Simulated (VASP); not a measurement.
CrO2: single point with PBEsol+U

CrO2:

```xyz
6
Lattice="4.4713 0.0000 0.0000 0.0000 4.4713 0.0000 0.0000 0.0000 2.9952" Properties=species:S:1:pos:R:3 pbc="T T T"
Cr    0.0000    2.2357    0.7142
Cr    2.2357    0.0000    2.2810
O     3.1376    0.9019    0.7596
O     1.3338    3.5694    0.7596
O     0.9019    1.3338    2.2355
O     3.5694    3.1376    2.2355
```

```yaml
Program: VASP 6.6.1
Task: single point
Functional: PBEsol
Potentials_or_basis: VASP PAW PBE potentials, release 64 (Cr_pv, O)
Cutoff: 520 eV
k_mesh: 5 × 5 × 7
Occupations: gaussian, width 0.15 eV
Spin: collinear spin, ferromagnetic start
Starting_moments: "[3.0, 3.0, 0.0, 0.0, 0.0, 0.0] μB"
Hubbard_terms: Cr d U = 3.5 eV
```

```json
{"Pressure": "-9.0 GPa", "Largest force": "0.454 eV/Å", "Band gap on the k mesh": "zero (filled and empty bands overlap)", "Net moment": "4.00 μB per cell", "Site moments": "Cr +2.42; O -0.21 μB", "Valence electrons inside the program's atomic spheres": "Cr 10.71; O 4.99"}
```

Forces on the atoms (eV/Å):
```
Cr   0.000  0.000  0.266
Cr   0.000  0.000 -0.266
O   -0.319 -0.319 -0.047
O    0.319  0.319 -0.047
O   -0.319  0.319  0.047
O    0.319 -0.319  0.047
```

Stress tensor (GPa, compression positive):
```
 -7.93   0.00   0.00
  0.00  -7.93   0.00
  0.00   0.00 -11.27
```

Levels at points of the mesh, in eV from the Fermi level:
Spin up:
```csv
k point,band 23,band 24,band 25,band 26,band 27,band 28,band 29,band 30
"(0.00, 0.00, 0.00)",-1.22,-1.04,-0.55,-0.55,0.02,1.24,1.31,3.72
```
Spin down:
| k point | band 20 | band 21 | band 22 | band 23 | band 24 | band 25 |
| --- | --- | --- | --- | --- | --- | --- |
| (0.00, 0.00, 0.00) | -1.01 | -1.01 | -0.58 | 2.46 | 2.53 | 2.65 |

Eigenvalues of the final occupation matrices:
```
    site  spin  trace               eigenvalues
site 1 d     1   3.16  0.38 0.44 0.52 0.87 0.95
site 1 d     2   0.80  0.05 0.08 0.10 0.27 0.30
site 2 d     1   3.16  0.38 0.44 0.52 0.87 0.95
site 2 d     2   0.80  0.05 0.08 0.10 0.27 0.30
```

Run time: 3.4 min on 1 thread of AMD EPYC 7R43 64-Core Processor (Zen 3), on a shared host, peak memory 0.2 GiB.

Caveat: the PAW data sets were made with another functional, which shifts forces and pressure a little; only a ferromagnetic start was run, and an antiferromagnetic order may lie lower in energy. The state reached can hang on the start; a lower one may exist.
